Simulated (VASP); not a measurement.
Si, 2 atoms in the cell. Symmetry: P6/mmm, No. 191, hexagonal system. The conventional cell has a = 4.080 Å, b = 4.080 Å, c = 2.618 Å, α = 90.00°, β = 90.00°, γ = 120.00°. Within 3.1 Å of Si (site symmetry -6m2) lie 5 Si at 2.36 to 2.62 Å. This isn't the form of Si at room conditions, which is diamond.

* Program: VASP 6.6.1
* Task: single point
* Functional: PBE
* Dispersion: D3(BJ)
* Potentials or basis: VASP PAW PBE potentials, release 64 (Si)
* Cutoff: 520 eV
* k mesh: 12 × 12 × 16
* Occupations: gaussian, width 0.1 eV
* Spin: collinear spin
* Starting moments: [4.0, 1.0] μB
* Dipole correction: no
* Further INCAR settings: ALGO = Normal; EDIFF = 1e-06; NBANDS = 15

Potentials or basis: VASP PAW PBE potentials, release 64 (Si).

Launch:

```console
$ cat potpaw_PBE.64/Si/POTCAR > POTCAR
$ mpirun -np 1 vasp_std > vasp.out
```

Hardware: 1 thread of Intel Xeon 8259CL, with other jobs on the host.

Problem. Estimate the wall time of this run.

Solution. Wall time 120 s on 1 thread of Intel Xeon 8259CL, with other jobs on the host, peak memory 0.25 GiB. Counts: scf iterations 15, k points 171.
